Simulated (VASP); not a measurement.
Here is a VASP 6.6.1 calculation.

INCAR

```
SYSTEM = Sb
PREC = Accurate
ENCUT = 600
EDIFF = 1E-7
ISMEAR = -1
SIGMA = 0.05
LREAL = .FALSE.
LASPH = .TRUE.
NELM = 60
ALGO = Normal
ISIF = 3
LWAVE = .FALSE.
LCHARG = .FALSE.
GGA = B5
ALDAX = 1.0
AGGAX = 1.0
AGGAC = 1.0
ALDAC = 0.0
IVDW = 13
VDW_S6 = 1.0
VDW_S8 = 2.34076671
VDW_A1 = 0.44488865
VDW_A2 = 4.0933009
IBRION = 2
NSW = 60
EDIFFG = -0.01
```

Contents of KPOINTS:

```
Automatic mesh
0
G
  8 8 8
  0 0 0
```

POSCAR

```
Sb
1.0
    3.1600000000      0.0000000000      0.0000000000
    0.0000000000      3.1600000000      0.0000000000
    0.0000000000      0.0000000000      3.1600000000
Sb
1
Direct
    0.0000000000      0.0000000000      0.0000000000
```

Potentials or basis: VASP PAW PBE potentials, release 64 (Sb).

Command:

```sh
$ cat potpaw_PBE.64/Sb/POTCAR > POTCAR
$ mpirun -np 1 vasp_std > vasp.out
```

Task: Predict the relaxed cell.

Result: a = 3.102 Å, b = 3.102 Å, c = 3.102 Å, α = 90.00°, β = 90.00°, γ = 90.00°.

Task: Estimate the relaxed volume.

Result: 29.84 Å³/atom.

Task: Estimate the dispersion energy per atom.

Result: -0.978 eV.

Step by step:
```csv
step,energy change (eV),largest force (eV/Å),pressure (GPa),volume (Å³)
1,0.0000,0.0000,-2.92,31.55
2,-0.0119,0.0000,1.83,29.00
3,-0.0165,0.0000,0.00,29.84
```

Caveat: the PAW data sets were made with another functional, which shifts forces and pressure a little; pairwise dispersion overbinds metals, which lowers pressure and volume.
